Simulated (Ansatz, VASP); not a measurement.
## Two plane-wave programs on Ca3AsP

```
Ca P As
1.0
     5.33390    0.00000    0.00000
     0.00000    5.33390    0.00000
     0.00000    0.00000    5.33390
Ca P As
3 1 1
Direct
  0.45700 0.17300 0.64900
  0.95700 0.67300 0.64900
  0.95700 0.17300 0.14900
  0.95700 0.17300 0.64900
  0.45700 0.67300 0.14900
```

Alike in both runs: task single point; functional PBE; k mesh 4 × 4 × 4; occupations gaussian, width 0.1 eV; no spin polarisation.

|  | VASP | Ansatz |
| --- | --- | --- |
| version | VASP 6.6.1 | Ansatz 0.2.0 |
| potentials or method | VASP PAW PBE potentials, release 64 (Ca_sv, P, As), cutoff 500 eV | scalar-relativistic, plane waves, PAW |
| valence electrons in the cell | 40 | 50 |

Ansatz gave:

| Item | Value |
| --- | --- |
| gap on the k mesh at the Fermi level (eV) | 0.19 |
| least direct gap on the mesh (eV) | 0.19 |
| pressure (GPa) | -0.1 |

Task: Estimate VASP's values.

Result: gap on the k mesh at the Fermi level (eV): 0.18; least direct gap on the mesh (eV): 0.18; pressure (GPa): 0.0.

VASP's potentials hold 40 valence electrons a cell and Ansatz's 50, so a difference there can come from the potentials and not from the codes.
